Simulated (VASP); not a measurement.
A run of VASP 6.6.1 is set up as follows.

INCAR

```
SYSTEM = Ge3Pd
PREC = Accurate
ENCUT = 520
EDIFF = 1E-6
ISMEAR = -1
SIGMA = 0.05
LREAL = .False.
LASPH = .True.
NELM = 60
ALGO = Normal
ISIF = 2
LWAVE = .False.
LCHARG = .True.
GGA = CA
LELF = .True.
LVHAR = .True.
NBANDS = 34
```

KPOINTS

```
regular mesh
0
Gamma
  7 7 7
  0 0 0
```

The input POSCAR:

```
Ge3Pd
1.0
    4.1965295533      0.0000000000      0.0000000000
    0.0000000000      4.1965295533      0.0000000000
    0.0000000000      0.0000000000      4.1965295533
Pd Ge
1 3
Direct
    0.0000000000      0.0000000000      0.0000000000
    0.5000000000      0.5000000000      0.0000000000
    0.5000000000      0.0000000000      0.5000000000
    0.0000000000      0.5000000000      0.5000000000
```

Potentials or basis: VASP PAW LDA potentials, release 64 (Pd, Ge_d).

Run with:

```console
$ cat potpaw_LDA.64/Pd/POTCAR potpaw_LDA.64/Ge_d/POTCAR > POTCAR
$ mpirun -np 1 vasp_std > vasp.out
```

Problem. Estimate the band gap on the k mesh.

Solution. Zero (bands 26 and 27 overlap by 1.52 eV).

Problem. Estimate the pressure.

Solution. -9.4 GPa.

Caveat: the cell stands under tension.
